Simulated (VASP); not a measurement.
Here is a VASP 6.6.1 calculation.

Contents of INCAR:

```
PREC = Accurate
ENCUT = 520
EDIFF = 1E-6
ISMEAR = -1
SIGMA = 0.1
LREAL = False
LASPH = True
NELM = 100
ALGO = Normal
ISIF = 2
LWAVE = False
LCHARG = False
GGA = PE
NBANDS = 12
```

KPOINTS

```
regular mesh
0
Gamma
  15 15 15
```

File POSCAR:

```
Cr
1.0
    0.0000000000      1.8122410358      1.8122410358
    1.8122410358      0.0000000000      1.8122410358
    1.8122410358      1.8122410358      0.0000000000
Cr
1
Direct
    0.0000000000      0.0000000000      0.0000000000
```

Potentials or basis: VASP PAW PBE potentials, release 64 (Cr_pv).

Command:

```console
$ cat potpaw_PBE.64/Cr_pv/POTCAR > POTCAR
$ mpirun -np 1 vasp_std > vasp.out
```

Question: What does it give for the band gap on the k mesh?

Answer: Zero (band 6 reaches 12.78 eV, above the bottom of band 7 at 9.88 eV).

Question: Predict the pressure.

Answer: -0.5 GPa.

Caveat: the run has no spin polarisation, though such a crystal can be magnetic. Spin polarisation is off, so any magnetic state and its effect on volume and gap are missing.
